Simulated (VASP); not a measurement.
# Te2Mo: single point with PBE-based screened hybrid with 30 % exact exchange

The system is Te2Mo.

```xyz
3
Lattice="0.0000 3.3148 3.3148 3.3148 0.0000 3.3148 3.3148 3.3148 0.0000" Properties=species:S:1:pos:R:3 pbc="T T T"
Mo    0.0000    0.0000    0.0000
Te    1.6574    1.6574    1.6574
Te    4.9722    4.9722    4.9722
```

- Program: VASP 6.6.1
- Task: single point
- Functional: PBE-based screened hybrid with 30 % exact exchange
- Potentials or basis: VASP PAW PBE potentials, release 64 (Mo_sv, Te)
- Cutoff: 400 eV
- k mesh: 4 × 4 × 4
- Occupations: fermi-dirac, width 0.02 eV
- Spin: no spin polarisation

```yaml
Pressure: -1.4 GPa
Band_gap_on_the_k_mesh: zero (bands 13 and 14 overlap by 0.77 eV)
```

Levels at points of the mesh, in eV from the Fermi level:
```csv
k point,band 9,band 10,band 11,band 12,band 13,band 14,band 15,band 16,band 17,band 18
"(0.00, 0.00, 0.00)",-5.25,-0.75,-0.75,0.34,0.34,0.34,3.78,3.78,3.78,3.82
"(0.50, 0.00, 0.00)",-3.37,-2.60,-2.60,-2.29,-0.41,-0.41,1.64,3.68,3.68,6.65
"(0.50, 0.50, 0.00)",-4.93,-1.72,-1.72,-0.82,-0.14,1.63,2.70,4.30,4.31,4.31
```

It took 13 min on 1 thread of Intel(R) Xeon(R) Platinum 8488C (Sapphire Rapids), with other jobs on the host, peak memory 0.29 GiB.

Caveat: the k points lie up to 0.41 Å⁻¹ apart, too coarse for converged energies and pressures of a metal; the PAW data sets were made with another functional, which shifts forces and pressure a little; spin-orbit coupling is left out, which moves the levels of the heavy elements.
